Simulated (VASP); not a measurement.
Write the native input for VASP 6.6.1 that does the following.

```yaml
Task: relaxation of cell and atoms
Functional: LDA
Potentials_or_basis: VASP PAW LDA potentials, release 64 (Ba_sv)
Cutoff: 600 eV
k_mesh: 18 × 18 × 18
Occupations: fermi-dirac, width 0.15 eV
Spin: no spin polarisation
Dipole_correction: no
Further_INCAR_settings: ALGO = Fast; EDIFF = 1e-07; IBRION = 2; EDIFFG = -0.001; NSW = 80; ISIF = 3
```

The structure of Ba lies in POSCAR:

```
Ba
1.0
   -2.3784668516      2.3784668516      2.3784668516
    2.3784668516     -2.3784668516      2.3784668516
    2.3784668516      2.3784668516     -2.3784668516
Ba
1
Direct
    0.0000000000      0.0000000000      0.0000000000
```

One way to write it, as run:

INCAR

```
SYSTEM = Ba
PREC = Accurate
ENCUT = 600
EDIFF = 1E-7
ISMEAR = -1
SIGMA = 0.15
LREAL = .False.
LASPH = .True.
NELM = 80
ALGO = Fast
ISIF = 3
LWAVE = .False.
LCHARG = .False.
IBRION = 2
NSW = 80
EDIFFG = -0.001
```

KPOINTS

```
regular mesh
0
Gamma
  18 18 18
  0 0 0
```

Potentials or basis: VASP PAW LDA potentials, release 64 (Ba_sv).

Command:

```bash
$ cat potpaw_LDA.64/Ba_sv/POTCAR > POTCAR
$ mpirun -np 1 vasp_std > vasp.out
```

It gave:

* Relaxed volume: 54.53 Å³/atom
* Relaxed cell: a = 4.138 Å, b = 4.138 Å, c = 4.138 Å, α = 109.47°, β = 109.47°, γ = 109.47°
* Space group after relaxing (to 0.1 Å): Im-3m (No. 229)
* Energy gained by relaxing: 0.3 meV/atom
* Ionic steps: 16
* Pressure after relaxing: 0.0 GPa
* Band gap on the k mesh: zero (bands 5 and 6 overlap by 1.34 eV)

Caveat: spin-orbit coupling is left out, which moves the levels of the heavy elements.

Wall time 19 min on 1 thread of Oxide Virtual Turin-like Processor, with other jobs on the host, peak memory 0.25 GiB.
